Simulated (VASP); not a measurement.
The system is PtS2.

```xyz
3
Lattice="3.4514 0.0000 0.0000 -1.7257 2.9890 0.0000 0.0000 0.0000 6.1718" Properties=species:S:1:pos:R:3 pbc="T T T"
Pt    0.0000    0.0000    0.0000
S     0.0000    1.9927    1.1662
S     1.7257    0.9963    5.0056
```

```yaml
Program: VASP 6.6.1
Task: relaxation of the atoms
Functional: PBE
Potentials_or_basis: VASP PAW PBE potentials, release 64 (Pt, S)
Cutoff: 520 eV
k_mesh: 9 × 9 × 4
Occupations: gaussian, width 0.05 eV
Spin: no spin polarisation
```

At the start: pressure 15.5 GPa; volume 21.22 Å³/atom.

Task: How do energy, volume and symmetry change on relaxing?

Result: Over 3 steps the energy falls by 80.5 meV/atom at a fixed cell; space group P-3m1 (No. 164, to 0.1 Å) before and after.

Step by step:
| step | energy change (eV) | largest force (eV/Å) | pressure (GPa) |
| --- | --- | --- | --- |
| 1 | 0.0000 | 1.9396 | 15.51 |
| 2 | -0.2244 | 0.4926 | 7.41 |
| 3 | -0.2415 | 0.0000 | 4.69 |

Final structure:
```
Pt S
1.0
     3.45140    0.00000    0.00000
    -1.72570    2.98900    0.00000
     0.00000    0.00000    6.17180
Pt S
1 2
Cartesian
  0.0000 0.0000 0.0000
  0.0000 1.9927 1.2951
  1.7257 0.9963 4.8767
```

Caveat: this functional lacks dispersion, which binds layers or chains, so the pressure and a relaxed spacing across them are unreliable.
